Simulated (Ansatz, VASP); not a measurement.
Given: the input of a run of Ansatz 0.2.0 on MoS2.

File input.yaml:

```yaml
crystal:
  lattice:
    - [3.2274645616, 0.0, 0.0]
    - [-1.6137322808, 2.7950663001, 0.0]
    - [0.0, 0.0, 6.31247342]
  atoms:
    - { symbol: Mo, position: [0.0, 0.0, 0.5] }
    - { symbol: S, position: [0.6666666667, 0.3333333333, 0.74468068] }
    - { symbol: S, position: [0.3333333333, 0.6666666667, 0.25531932] }
hamiltonian:
  xc: pbe
  pseudopotentials: { kind: paw }
kpoints:
  mp_grid: { grid: [9, 9, 4] }
scf:
  occupations: { method: gaussian, width: 0.03 }
output:
  forces: true
  stress: true
  eigenvalues: true
```

Potentials or basis: Ansatz PAW.

Run with:

```console
$ ansatz run input.yaml --threads 2 --pin off --max-ram 5632MiB --backend cpu --events-out ev --progress --plain --runs-dir out
```

Q: Set up the same calculation for VASP 6.6.1. Potentials there: VASP PAW PBE potentials, release 64 (Mo_sv, S).

A: As run (the cutoff follows the program's own potentials):

The input INCAR:

```
SYSTEM = MoS2
ALGO     = Normal         ! electronic algorithm
EDIFF    = 1E-7           ! SCF threshold, eV
ENCUT    = 520            ! plane-wave cutoff, eV
GGA      = PE             ! functional
ISIF     = 2              ! what is computed and relaxed
ISMEAR   = 0              ! smearing method
LASPH    = .TRUE.         ! aspherical terms in the spheres
LCHARG   = .FALSE.        ! write CHGCAR
LREAL    = .FALSE.        ! projectors in reciprocal space
LWAVE    = .FALSE.        ! write WAVECAR
NBANDS   = 20             ! bands
NELM     = 100            ! most SCF steps
PREC     = Accurate       ! precision mode
SIGMA    = 0.03           ! smearing width, eV
```

KPOINTS

```
k-points
0
G
  9 9 4
  0 0 0
```

File POSCAR:

```
MoS2
1.0
    3.2274645616      0.0000000000      0.0000000000
   -1.6137322808      2.7950663001      0.0000000000
    0.0000000000      0.0000000000      6.3124734200
Mo S
1 2
Direct
    0.0000000000      0.0000000000      0.5000000000
    0.6666666667      0.3333333333      0.7446806800
    0.3333333333      0.6666666667      0.2553193200
```

Potentials or basis: VASP PAW PBE potentials, release 64 (Mo_sv, S).

Run with:

```bash
$ cat potpaw_PBE.64/Mo_sv/POTCAR potpaw_PBE.64/S/POTCAR > POTCAR
$ mpirun -np 1 vasp_std > vasp.out
```

Both were run:

|  | VASP | Ansatz | Ansatz less VASP |
| --- | --- | --- | --- |
| gap on the k mesh at the Fermi level (eV) | none | none | - |
| pressure (GPa) | 1.0 | 1.1 | +0.10 |
| traceless stress, the component that is largest in VASP (GPa) | 2.02 | 2.01 | -0.009 |
| rms of the force components (eV/Å) | 0.135 | 0.139 | +0.0038 |

Atom by atom the forces differ by 0.004 eV/Å (rms over components). A gap of «none» marks a metal or a gap that the smearing closes.
